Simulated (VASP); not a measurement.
**AlN: single point with PBE**

The system is AlN.

```xyz
8
Lattice="0.0000 3.9380 3.9380 3.9380 0.0000 3.9380 1.9690 1.9690 0.0000" Properties=species:S:1:pos:R:3 pbc="T T T"
Al    0.0609   -0.0193   -0.0112
Al    2.1056    0.0540    1.9179
Al   -0.0086    1.9135    1.8891
Al    1.9093    1.8884    3.9237
N     1.9941    1.9047    1.9093
N     3.9242    1.8763    3.8918
N     1.8837    3.9225    3.8204
N     4.0122    3.9260    5.8908
```

- Program: VASP 6.6.1
- Task: single point
- Functional: PBE
- Potentials or basis: VASP PAW PBE potentials, release 64 (Al, N)
- Cutoff: 520 eV
- k mesh: 3 × 3 × 3
- Occupations: fermi-dirac, width 0.05 eV
- Spin: no spin polarisation

```json
{"Pressure": "33.5 GPa", "Largest force": "3.297 eV/Å", "Band gap on the k mesh": "5.10 eV"}
```

Forces in eV/Å, atoms in the order of the input:
```
Al  -1.572 -0.227 -0.642
Al  -1.491 -1.313  0.577
Al   0.770 -0.130  0.383
Al   0.784  0.238 -1.058
N   -0.040  0.710  0.579
N   -0.164  1.532  0.030
N    2.815 -0.874  1.475
N   -1.102  0.065 -1.345
```

Stress tensor (GPa, compression positive):
```
36.21  1.06 -0.87
 1.06 33.80  0.11
-0.87  0.11 30.62
```

Levels at points of the mesh, in eV from the valence-band top:
```csv
k point,band 12,band 13,band 14,band 15,band 16,band 17,band 18,band 19,band 20,band 21
"(0.00, 0.00, 0.00)",-1.30,-1.25,-0.12,-0.09,0.00,5.10,5.25,6.29,6.51,6.70
```

It took 12 s on 1 thread of Intel(R) Xeon(R) 6975P-C (Granite Rapids), on a shared host, peak memory 0.18 GiB.

Caveat: the k points lie up to 0.75 Å⁻¹ apart; forces of over 1 eV/Å act on the atoms, so gaps and moduli don't describe the material at rest.
